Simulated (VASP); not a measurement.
# WS2 in VASP: further runs, part 2 of 2

VASP 6.6.1. The steps go on from the part before.

**3. Single point, r2SCAN (strain -0.025 along x and y, -0.050 along z)**

Contents of POSCAR:

```
WS2
1.0
    3.1015680172      0.0000000000      0.0000000000
   -1.5507840086      2.6860366944      0.0000000000
    0.0000000000      0.0000000000     16.1032030033
W S
1 2
Direct
    0.3333333333      0.6666666667      0.0000000000
    0.6666666667      0.3333333333      0.9080224902
    0.6666666667      0.3333333333      0.0919775098
```

Contents of INCAR.step1:

```
PREC = Accurate
ENCUT = 520
ISMEAR = 0
SIGMA = 0.05
LREAL = False
LASPH = True
NELM = 60
NBANDS = 20
GGA = PE
ALGO = Normal
EDIFF = 1E-4
LWAVE = True
LCHARG = False
```

Contents of INCAR.step2:

```
PREC = Accurate
ENCUT = 520
EDIFF = 1E-6
ISMEAR = 0
SIGMA = 0.05
LREAL = False
LASPH = True
NELM = 60
ALGO = Normal
ISIF = 2
LWAVE = False
LCHARG = False
METAGGA = R2SCAN
LMIXTAU = True
NBANDS = 20
ISTART = 1
```

Contents of KPOINTS:

```
Automatic mesh
0
Gamma
  12 12 2
```

Potentials or basis: VASP PAW PBE potentials, release 64 (W_sv, S).

The run is started by

```
> cat potpaw_PBE.64/W_sv/POTCAR potpaw_PBE.64/S/POTCAR > POTCAR
> cp INCAR.step1 INCAR
> mpirun -np 1 vasp_std > vasp.out
> cp INCAR.step2 INCAR
> mpirun -np 1 vasp_std > vasp.out
```

It took 6.6 min on 1 thread of Intel Xeon Platinum 8259CL at 2.50GHz (Skylake/Cascade Lake), shared host; peak memory 0.33 GiB.

Results (log left out):

| Quantity | Value |
| --- | --- |
| Free energy | -69.7007 eV |
| Largest force | 2.615 eV/Å |
| Band gap on the k mesh | 1.78 eV (least direct gap 1.99 eV) |

Forces in eV/Å, atoms in the order of the input:
```
W    0.000  0.000  0.000
S    0.000  0.000 -2.615
S    0.000  0.000  2.615
```

Levels at points of the mesh, in eV from the valence-band top:
| k point | band 10 | band 11 | band 12 | band 13 | band 14 | band 15 | band 16 | band 17 |
| --- | --- | --- | --- | --- | --- | --- | --- | --- |
| (0.00, 0.00, 0.00) | -2.33 | -2.20 | -2.20 | 0.00 | 3.19 | 3.19 | 3.62 | 3.62 |
| (0.50, 0.00, 0.00) | -4.23 | -2.33 | -1.66 | -1.17 | 3.14 | 3.74 | 4.61 | 5.57 |
| (0.00, 0.00, 0.50) | -2.33 | -2.20 | -2.20 | 0.00 | 3.19 | 3.19 | 3.62 | 3.62 |
| (0.50, 0.00, 0.50) | -4.23 | -2.33 | -1.66 | -1.17 | 3.14 | 3.74 | 4.61 | 5.57 |

Caveat: the cell differs from its parent crystal (strain -0.025 along x and y, -0.050 along z); the PAW data sets were made with another functional, which shifts forces and pressure a little; spin-orbit coupling is left out, which moves the levels of the heavy elements.

**4. Single point, r2SCAN (strain -0.050 along x and y, +0.025 along z)**

Contents of POSCAR:

```
WS2
1.0
    3.0220406321      0.0000000000      0.0000000000
   -1.5110203161      2.6171639587      0.0000000000
    0.0000000000      0.0000000000     17.3745085036
W S
1 2
Direct
    0.3333333333      0.6666666667      0.0000000000
    0.6666666667      0.3333333333      0.9080224902
    0.6666666667      0.3333333333      0.0919775098
```

Contents of INCAR.step1:

```
ALGO = Normal
EDIFF = 1E-4
ENCUT = 520
GGA = PE
ISMEAR = 0
LASPH = True
LCHARG = False
LREAL = False
LWAVE = True
NBANDS = 20
NELM = 80
PREC = Accurate
SIGMA = 0.05
```

Contents of INCAR.step2:

```
ALGO = Normal
EDIFF = 1E-6
ENCUT = 520
ISIF = 2
ISMEAR = 0
ISTART = 1
LASPH = True
LCHARG = False
LMIXTAU = True
LREAL = False
LWAVE = False
METAGGA = R2SCAN
NBANDS = 20
NELM = 80
PREC = Accurate
SIGMA = 0.05
```

Contents of KPOINTS:

```
k-points
0
Gamma
  12 12 2
```

The run is started by

```
> cat potpaw_PBE.64/W_sv/POTCAR potpaw_PBE.64/S/POTCAR > POTCAR
> cp INCAR.step1 INCAR
> mpirun -np 1 vasp_std > vasp.out
> cp INCAR.step2 INCAR
> mpirun -np 1 vasp_std > vasp.out
```

Run time: 7.6 min. Hardware: 1 thread of Intel Xeon Platinum 8259CL at 2.50GHz (Skylake/Cascade Lake), shared host; peak memory 0.35 GiB.

Results (log left out):

- Free energy: -69.7335 eV
- Largest force: 0.447 eV/Å
- Band gap on the k mesh: 2.01 eV (least direct gap 2.73 eV)

Forces on the atoms (eV/Å):
```
W    0.000  0.000  0.000
S    0.000  0.000 -0.447
S    0.000  0.000  0.447
```

Levels at points of the mesh, in eV from the valence-band top:
```tsv
k point	band 10	band 11	band 12	band 13	band 14	band 15	band 16	band 17
(0.00, 0.00, 0.00)	-2.77	-1.31	-1.31	-0.64	3.56	3.56	3.58	3.58
(0.50, 0.00, 0.00)	-3.53	-2.72	-1.13	-0.97	3.84	3.85	4.51	5.34
(0.00, 0.00, 0.50)	-2.77	-1.31	-1.31	-0.64	3.56	3.56	3.58	3.58
(0.50, 0.00, 0.50)	-3.53	-2.72	-1.13	-0.97	3.84	3.85	4.51	5.34
```

Caveat: the cell differs from its parent crystal (strain -0.050 along x and y, +0.025 along z); the PAW data sets were made with another functional, which shifts forces and pressure a little; spin-orbit coupling is left out, which moves the levels of the heavy elements.

**5. Single point, r2SCAN (strain -0.025 along x and y, -0.025 along z)**

Contents of POSCAR:

```
WS2
1.0
    3.1015680172      0.0000000000      0.0000000000
   -1.5507840086      2.6860366944      0.0000000000
    0.0000000000      0.0000000000     16.5269715034
W S
1 2
Direct
    0.3333333333      0.6666666667      0.0000000000
    0.6666666667      0.3333333333      0.9080224902
    0.6666666667      0.3333333333      0.0919775098
```

Contents of INCAR.step1:

```
PREC = Accurate
ENCUT = 520
ISMEAR = 0
SIGMA = 0.05
LREAL = F
LASPH = T
NELM = 100
NBANDS = 20
GGA = PE
ALGO = Normal
EDIFF = 1E-4
LWAVE = T
LCHARG = F
```

Contents of INCAR.step2:

```
PREC = Accurate
ENCUT = 520
EDIFF = 1E-6
ISMEAR = 0
SIGMA = 0.05
LREAL = F
LASPH = T
NELM = 100
ALGO = Normal
ISIF = 2
LWAVE = F
LCHARG = F
METAGGA = R2SCAN
LMIXTAU = T
NBANDS = 20
ISTART = 1
```

Contents of KPOINTS:

```
Automatic mesh
0
Gamma
  12 12 2
```

The run is started by

```
> cat potpaw_PBE.64/W_sv/POTCAR potpaw_PBE.64/S/POTCAR > POTCAR
> cp INCAR.step1 INCAR
> mpirun -np 1 vasp_std > vasp.out
> cp INCAR.step2 INCAR
> mpirun -np 1 vasp_std > vasp.out
```

Wall time 11 min (1 thread of Intel Xeon Platinum 8259CL at 2.50GHz (Skylake/Cascade Lake), shared host); peak memory 0.34 GiB.

It converged, with:

* Free energy: -69.8635 eV
* Largest force: 1.581 eV/Å
* Band gap on the k mesh: 2.12 eV

Forces on the atoms (eV/Å):
```
W    0.000  0.000  0.000
S    0.000  0.000 -1.581
S    0.000  0.000  1.581
```

Levels at points of the mesh, in eV from the valence-band top:
```tsv
k point	band 11	band 12	band 13	band 14	band 15	band 16
(0.00, 0.00, 0.00)	-1.83	-1.83	-0.01	3.36	3.36	3.64
(0.50, 0.00, 0.00)	-2.29	-1.36	-1.01	3.37	3.87	4.68
(0.00, 0.00, 0.50)	-1.83	-1.83	-0.01	3.36	3.36	3.64
(0.50, 0.00, 0.50)	-2.29	-1.36	-1.01	3.37	3.87	4.68
```

Caveat: the cell differs from its parent crystal (strain -0.025 along x and y, -0.025 along z); the PAW data sets were made with another functional, which shifts forces and pressure a little; spin-orbit coupling is left out, which moves the levels of the heavy elements.

**6. Single point, r2SCAN (strain -0.050 along x and y, +0.050 along z)**

Contents of POSCAR:

```
WS2
1.0
    3.0220406321      0.0000000000      0.0000000000
   -1.5110203161      2.6171639587      0.0000000000
    0.0000000000      0.0000000000     17.7982770037
W S
1 2
Direct
    0.3333333333      0.6666666667      0.0000000000
    0.6666666667      0.3333333333      0.9080224902
    0.6666666667      0.3333333333      0.0919775098
```

Contents of INCAR.step1:

```
SYSTEM = WS2
  PREC = Accurate
  ENCUT = 520
  ISMEAR = 0
  SIGMA = 0.05
  LREAL = .FALSE.
  LASPH = .TRUE.
  NELM = 60
  NBANDS = 20
  GGA = PE
  ALGO = Normal
  EDIFF = 1E-4
  LWAVE = .TRUE.
  LCHARG = .FALSE.
```

Contents of INCAR.step2:

```
SYSTEM = WS2
  PREC = Accurate
  ENCUT = 520
  EDIFF = 1E-6
  ISMEAR = 0
  SIGMA = 0.05
  LREAL = .FALSE.
  LASPH = .TRUE.
  NELM = 60
  ALGO = Normal
  ISIF = 2
  LWAVE = .FALSE.
  LCHARG = .TRUE.
  METAGGA = R2SCAN
  LMIXTAU = .TRUE.
  LELF = .TRUE.
  LVHAR = .TRUE.
  NBANDS = 20
  ISTART = 1
```

Contents of KPOINTS:

```
regular mesh
0
G
  12 12 2
  0 0 0
```

Potentials or basis: VASP PAW PBE potentials, release 64 (W_sv, S).

The run is started by

```
> cat potpaw_PBE.64/W_sv/POTCAR potpaw_PBE.64/S/POTCAR > POTCAR
> cp INCAR.step1 INCAR
> mpirun -np 1 vasp_std > vasp.out
> cp INCAR.step2 INCAR
> mpirun -np 1 vasp_std > vasp.out
```

Wall time 12 min (1 thread of Intel Xeon Platinum 8259CL at 2.50GHz (Skylake/Cascade Lake), shared host); peak memory 0.35 GiB.

Results (log left out):

- Free energy: -69.7345 eV
- Largest force: 0.402 eV/Å
- Band gap on the k mesh: 1.85 eV (least direct gap 2.77 eV)

Forces in eV/Å, atoms in the order of the input:
```
W    0.000  0.000  0.000
S    0.000  0.000  0.402
S    0.000  0.000 -0.402
```

Levels at points of the mesh, in eV from the valence-band top:
```tsv
k point	band 10	band 11	band 12	band 13	band 14	band 15	band 16	band 17
(0.00, 0.00, 0.00)	-2.53	-1.11	-1.11	-0.80	3.45	3.45	3.55	3.55
(0.50, 0.00, 0.00)	-3.32	-2.81	-1.16	-0.86	3.70	3.88	4.40	5.13
(0.00, 0.00, 0.50)	-2.53	-1.11	-1.11	-0.80	3.45	3.45	3.55	3.55
(0.50, 0.00, 0.50)	-3.32	-2.81	-1.16	-0.86	3.70	3.88	4.40	5.13
```

Caveat: the cell differs from its parent crystal (strain -0.050 along x and y, +0.050 along z); the PAW data sets were made with another functional, which shifts forces and pressure a little; spin-orbit coupling is left out, which moves the levels of the heavy elements.

**7. Overview**

| cell | gap on the mesh (eV) | largest force (eV/Å) |
| --- | --- | --- |
| a = 3.022, b = 3.022, c = 16.951 Å, angles 90.0, 90.0, 120.0°, 3 atoms | 2.17 | 1.38 |
| a = 3.102, b = 3.102, c = 16.103 Å, angles 90.0, 90.0, 120.0°, 3 atoms | 1.78 | 2.61 |
| a = 3.022, b = 3.022, c = 17.375 Å, angles 90.0, 90.0, 120.0°, 3 atoms | 2.01 | 0.45 |
| a = 3.102, b = 3.102, c = 16.527 Å, angles 90.0, 90.0, 120.0°, 3 atoms | 2.12 | 1.58 |
| a = 3.022, b = 3.022, c = 17.798 Å, angles 90.0, 90.0, 120.0°, 3 atoms | 1.85 | 0.40 |

Alike in all rows: task single point; level r2SCAN; potentials or basis VASP PAW PBE potentials, release 64 (W_sv, S); no spin polarisation; k mesh 12 × 12 × 2; cutoff (eV) 520; smearing gaussian 0.05 eV.

Caveats: the PAW data sets were made with another functional, which shifts forces and pressure a little; spin-orbit coupling is left out, which moves the levels of the heavy elements.

Absolute energies hang on the potentials; compare differences alone.
